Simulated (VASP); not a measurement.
# S (I4/mmm) in VASP: further runs, part 2 of 2

VASP 6.6.1.

## 3. Single point, PBE+D3(BJ)

This run uses another cell than the first one, of the same volume but with other edges.

The input, INCAR:

```
SYSTEM = S
PREC = Accurate ; ENCUT = 520
EDIFF = 1E-6 ; ISMEAR = 0
SIGMA = 0.15 ; LREAL = .FALSE.
LASPH = .TRUE. ; NELM = 100
ALGO = Normal ; ISIF = 2
LWAVE = .FALSE. ; LCHARG = .FALSE.
GGA = PE ; IVDW = 12
NBANDS = 9
```

The input, KPOINTS:

```
Automatic mesh
0
G
  22 22 22
  0 0 0
```

The input, POSCAR:

```
S
1.0
    0.0000000000      2.1053702275      1.7895646934
    2.1053702275      0.0000000000      1.7895646934
    2.1053702275      2.1053702275      0.0000000000
S
1
Direct
    0.0000000000      0.0000000000      0.0000000000
```

Potentials or basis: VASP PAW PBE potentials, release 64 (S).

Started as:

```sh
> cat potpaw_PBE.64/S/POTCAR > POTCAR
> mpirun -np 1 vasp_std > vasp.out
```

OUTCAR:

```text
SYSTEM = S
   PREC = Accurate
   ENCUT = 520
   EDIFF = 1E-6
   ISMEAR = 0
   LREAL = .FALSE.
   LASPH = .TRUE.
   NELM = 100
   ISIF = 2
   GGA = PE
   IVDW = 12
 IVDW          = 12

 ion  position               nearest neighbor table
   1  0.000  0.000  0.000-

  LATTYP: Found a body centered tetragonal cell.
 ALAT       =     2.9774431295
 C/A-ratio  =     1.2020815280

  Lattice vectors:

 A1 = (   0.0000000000,  -2.1053702275,  -1.7895646934)
 A2 = (   0.0000000000,   2.1053702275,  -1.7895646934)
 A3 = (   2.1053702275,   0.0000000000,   1.7895646934)

Analysis of symmetry for initial positions (statically):
=====================================================================
 Subroutine PRICEL returns:
 Original cell was already a primitive cell.

 Routine SETGRP: Setting up the symmetry group for a
 body centered tetragonal supercell.

 Subroutine GETGRP returns: Found 16 space group operations
 (whereof 16 operations were pure point group operations)
 out of a pool of 16 trial point group operations.

The static configuration has the point symmetry D_4h.

[... 162 lines left out ...]
 cond. band min:       7.5250662598   @ k =  -0.4091   0.0000   0.0909
 fundamental gap:      0.0011711155
 Fermi energy:         7.5244464365

 k-point     1 :       0.0000    0.0000    0.0000
  band No.  band energies     occupation
      1      -9.2711      2.00000
      2      10.5654      0.00000
      3      10.6188      0.00000
      4      10.6188      0.00000
      5      19.2002      0.00000
      6      19.2002      0.00000
      7      21.1821      0.00000
      8      21.8196      0.00000
      9      22.3593      0.00000
[... 265 lines left out ...]
 k-point    24 :      -0.4545    0.0455    0.0000
  band No.  band energies     occupation
      1      -5.2184      2.00000
      2       0.2990      2.00000
      3       8.2923      0.00000
      4       9.8042      0.00000
      5      16.2903      0.00000
      6      17.4277      0.00000
      7      20.8590      0.00000
      8      26.3499      0.00000
      9      27.5014      0.00000

 [... further k-points ...]

------------------------ aborting loop because EDIFF is reached ----------------------------------------

 Edisp (eV)   -0.38301

 E8    (eV) :    -0.1372

  FORCE on cell =-STRESS in cart. coord.  units (eV):
  Direction    XX          YY          ZZ          XY          YZ          ZX
  --------------------------------------------------------------------------------------
  -------------------------------------------------------------------------------------
  Total       0.01258     0.01258    -1.22576     0.00000     0.00000    -0.00000
  in kB       1.27094     1.27094  -123.78851     0.00000     0.00000    -0.00000
  external pressure =      -40.42 kB  Pullay stress =        0.00 kB

 VOLUME and BASIS-vectors are now :
 -----------------------------------------------------------------------------
  energy-cutoff  :      520.00
  volume of cell :       15.86
      direct lattice vectors                 reciprocal lattice vectors
     0.000000000  2.105370227  1.789564693    -0.237487922  0.237487922  0.279397555
     2.105370227  0.000000000  1.789564693     0.237487922 -0.237487922  0.279397555
     2.105370227  2.105370227  0.000000000     0.237487922  0.237487922 -0.279397555

 POSITION                                       TOTAL-FORCE (eV/Angst)
 -----------------------------------------------------------------------------------
      0.00000      0.00000      0.00000         0.000000      0.000000      0.000000
 -----------------------------------------------------------------------------------
    total drift:                                0.000000      0.000000     -0.000000

  FREE ENERGIE OF THE ION-ELECTRON SYSTEM (eV)
  ---------------------------------------------------
  free  energy   TOTEN  =        -3.2877749451 eV

  energy  without entropy=       -3.2787620107  energy(sigma->0) =       -3.28326848
```

OSZICAR:

```text
N       E                     dE             d eps       ncg     rms          rms(c)
DAV:   1     0.793283938856E+01    0.79328E+01   -0.29425E+03 15294   0.558E+02
DAV:   2    -0.267711216169E+01   -0.10610E+02   -0.10259E+02 22268   0.769E+01
DAV:   3    -0.290508215244E+01   -0.22797E+00   -0.22301E+00 17499   0.975E+00
DAV:   4    -0.290577159624E+01   -0.68944E-03   -0.68919E-03 20811   0.615E-01
DAV:   5    -0.290577257988E+01   -0.98363E-06   -0.98263E-06 17773   0.192E-02    0.779E+00
DAV:   6    -0.290443600455E+01    0.13366E-02   -0.34640E-03 16594   0.331E-01    0.465E+00
DAV:   7    -0.290480346277E+01   -0.36746E-03   -0.54493E-03 16266   0.432E-01    0.128E-01
DAV:   8    -0.290475900487E+01    0.44458E-04   -0.27410E-04 16196   0.921E-02    0.165E-02
DAV:   9    -0.290476036651E+01   -0.13616E-05   -0.24102E-06 18469   0.123E-02    0.597E-03
DAV:  10    -0.290476055688E+01   -0.19037E-06   -0.53117E-07 10448   0.532E-03
   1 F= -.32877749E+01 E0= -.32832685E+01  d E =-.901293E-02
```

Run time: 44 s. Hardware: 1 thread of Intel Xeon Platinum 8488C (Sapphire Rapids), shared host; peak memory 0.22 GiB.

What came out:

| Property | Result |
| --- | --- |
| Free energy | -3.2878 eV |
| Pressure | -4.0 GPa |
| Band gap on the k mesh | zero (bands 3 and 4 overlap by 6.41 eV) |
| Dispersion energy per atom | -0.383 eV |

Stress tensor (GPa, compression positive):
```
  0.13   0.00   0.00
  0.00   0.13   0.00
  0.00   0.00 -12.38
```

Levels at points of the mesh, in eV from the Fermi level:
| k point | band 1 | band 2 | band 3 | band 4 | band 5 | band 6 | band 7 | band 8 |
| --- | --- | --- | --- | --- | --- | --- | --- | --- |
| (0.00, 0.00, 0.00) | -16.80 | 3.04 | 3.09 | 3.09 | 11.68 | 11.68 | 13.66 | 14.30 |
| (0.50, 0.00, 0.00) | -12.66 | -7.45 | 0.80 | 2.52 | 8.60 | 9.71 | 14.09 | 17.92 |
| (0.50, 0.50, 0.00) | -9.88 | -5.38 | -2.24 | -2.24 | 4.15 | 4.94 | 21.58 | 22.69 |
| (0.50, 0.00, 0.50) | -11.73 | -6.92 | -0.76 | 0.60 | 6.20 | 6.59 | 20.87 | 20.91 |

Caveat: the stress differs along the axes, from -12 to 0 GPa.
